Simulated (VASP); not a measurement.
The system is Ga2O3.

```
Ga O
1.0
     2.49870    1.44262    4.48355
    -2.49870    1.44262    4.48355
     0.00000   -2.88525    4.48355
Ga O
4 6
Direct
  0.85559 0.85559 0.85559
  0.64441 0.64441 0.64441
  0.14441 0.14441 0.14441
  0.35559 0.35559 0.35559
  0.75000 0.44683 0.05317
  0.44683 0.05317 0.75000
  0.05317 0.75000 0.44683
  0.25000 0.55317 0.94683
  0.94683 0.25000 0.55317
  0.55317 0.94683 0.25000
```

| Item | Value |
| --- | --- |
| Program | VASP 6.6.1 |
| Task | relaxation of cell and atoms |
| Functional | LDA |
| Potentials or basis | VASP PAW LDA potentials, release 64 (Ga_d, O) |
| Cutoff | 600 eV |
| k mesh | 5 × 5 × 5 |
| Occupations | gaussian, width 0.01 eV |
| Spin | no spin polarisation |

At the start: pressure -5.2 GPa; volume 9.70 Å³/atom.

Question: How do energy, volume and symmetry change on relaxing?

Answer: Over 14 steps the energy falls by 3.8 meV/atom and the volume is 9.47 Å³/atom (-2.3 %); space group R-3c (No. 167, to 0.1 Å) before and after.

The path:
```
step  energy change (eV)  largest force (eV/Å)  pressure (GPa)  volume (Å³)
   1              0.0000                0.0565           -5.24        96.97
   2              0.0010                0.0234            5.83        92.59
   3             -0.0375                0.0282            0.02        94.75
   4             -0.0375                0.0287           -0.13        94.80
   5             -0.0378                0.0163           -0.12        94.79
   6             -0.0378                0.0215           -0.13        94.79
   7             -0.0379                0.0102            0.11        94.68
   8             -0.0379                0.0123            0.07        94.70
   9             -0.0379                0.0023           -0.01        94.73
  10             -0.0379                0.0027            0.00        94.73
  11             -0.0379                0.0032           -0.01        94.73
  12             -0.0379                0.0029            0.00        94.73
  13             -0.0379                0.0031            0.00        94.73
  14             -0.0379                0.0004           -0.01        94.73
```

Final structure:
```
Ga O
1.0
     2.48099    1.43240    4.44282
    -2.48099    1.43240    4.44282
     0.00000   -2.86481    4.44282
Ga O
4 6
Direct
  0.85573 0.85573 0.85573
  0.64427 0.64427 0.64427
  0.14427 0.14427 0.14427
  0.35573 0.35573 0.35573
  0.75000 0.44747 0.05253
  0.44747 0.05253 0.75000
  0.05253 0.75000 0.44747
  0.25000 0.55253 0.94747
  0.94747 0.25000 0.55253
  0.55253 0.94747 0.25000
```
